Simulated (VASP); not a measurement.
Here is a VASP 6.6.1 calculation.

The input POSCAR:

```
Cu
1.0
    1.2196350011     -3.9717226926      0.0000000000
    1.2196350011      3.9717226926      0.0000000000
    0.0000000000      0.0000000000      2.4801635644
Cu
2
Direct
    0.1338924149      0.8661075851      0.2500000000
    0.8661075851      0.1338924149      0.7500000000
```

Contents of INCAR.step1:

```
SYSTEM = Cu
PREC = Accurate ; ENCUT = 660
ISMEAR = -1 ; SIGMA = 0.1
LREAL = .FALSE. ; LASPH = .TRUE.
NELM = 120 ; NBANDS = 18
GGA = PE ; ALGO = Normal
EDIFF = 1E-5 ; LWAVE = .TRUE.
LCHARG = .FALSE. ; GGA_COMPAT = .FALSE.
```

INCAR.step2

```
SYSTEM = Cu
PREC = Accurate ; ENCUT = 660
EDIFF = 1E-6 ; ISMEAR = -1
SIGMA = 0.1 ; LREAL = .FALSE.
LASPH = .TRUE. ; NELM = 120
ALGO = Normal ; ISIF = 2
LWAVE = .FALSE. ; LCHARG = .FALSE.
METAGGA = R2SCAN ; LMIXTAU = .TRUE.
NBANDS = 18 ; ISTART = 1
GGA_COMPAT = .FALSE.
```

KPOINTS

```
regular mesh
0
G
  13 13 12
  0 0 0
```

Potentials or basis: VASP PAW PBE potentials, release 64 (Cu).

Launch:

```console
$ cat potpaw_PBE.64/Cu/POTCAR > POTCAR
$ cp INCAR.step1 INCAR
$ mpirun -np 1 vasp_std > vasp.out
$ cp INCAR.step2 INCAR
$ mpirun -np 1 vasp_std > vasp.out
```

Task: Estimate the pressure.

Result: 0.7 GPa.

Task: Predict the band gap on the k mesh.

Result: Zero (bands 11 and 12 overlap by 5.94 eV).

Stress tensor (GPa, compression positive):
```
0.58 0.00 0.00
0.00 0.68 0.00
0.00 0.00 0.76
```

Caveat: the PAW data sets were made with another functional, which shifts forces and pressure a little.
